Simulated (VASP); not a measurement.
## C: G0W0 quasiparticle levels with PBE

C:

```xyz
2
Lattice="0.0000 1.7089 1.7961 1.7089 0.0000 1.7961 1.7089 1.7089 0.0000" Properties=species:S:1:pos:R:3 pbc="T T T"
C     0.0000    0.0000    0.0000
C     0.8545    0.8545    0.8981
```

```json
{"Program": "VASP 6.6.1", "Task": "G0W0 quasiparticle levels", "Functional": "PBE", "Potentials or basis": "VASP PAW PBE potentials, release 64 (C_GW)", "Cutoff": "500 eV", "k mesh": "6 × 6 × 6", "Occupations": "gaussian, width 0.01 eV", "Spin": "no spin polarisation", "Dipole correction": "no", "GW scheme": "G0W0", "GW iterations": "1", "Cutoff of the response function": "150", "Frequency points": "96", "Empty bands": "43", "Further INCAR settings": "ALGO = EVGW0; EDIFF = 1e-08; NBANDS = 47"}
```

The quasiparticle gap is 4.94 eV and the least direct quasiparticle gap is 7.06 eV. The band gap of the starting levels on the mesh is 3.68 eV and the least direct gap of the starting levels on the mesh is 5.34 eV.

Run time: 110 s on 1 thread of AMD EPYC 9R45 96-Core Processor (Zen 5), on a shared host, peak memory 0.2 GiB.

Caveat: the k points lie up to 0.52 Å⁻¹ apart; bands, screening cutoff and mesh are small and nothing is extrapolated, so the quasiparticle values aren't converged.
